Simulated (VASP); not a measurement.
Runs of VASP 6.6.1 on KCl. The structure is that of space group Fm-3m (No. 225), or close to it. The cells are those of the table. 

| task | cell | smearing | gap on the mesh (eV) | pressure (GPa) | relaxed volume (Å³/atom) |
| --- | --- | --- | --- | --- | --- |
| single point | a = 4.443 Å, angles 60.0°, 2 atoms | gaussian 0.1 eV | 4.76 | -1.9 | - |
| relaxation of cell and atoms | relaxed from a = 4.443 Å, angles 60.0°, 2 atoms | gaussian 0.02 eV | (b) | 0.0 | (a) |
| single point | a = 4.297 Å, angles 60.0°, 2 atoms | gaussian 0.02 eV | 5.12 | (c) | - |
| relaxation of cell and atoms | relaxed from a = 4.297 Å, angles 60.0°, 2 atoms | gaussian 0.02 eV | 5.11 | 0.0 | 28.12 |

Alike in all rows: level LDA; potentials or basis VASP PAW LDA potentials, release 64 (K_sv, Cl); no spin polarisation; k mesh 6 × 6 × 6; cutoff (eV) 500.

Task: Estimate the missing entries.

Result: (a) 28.15; (b) 5.10; (c) 0.1.

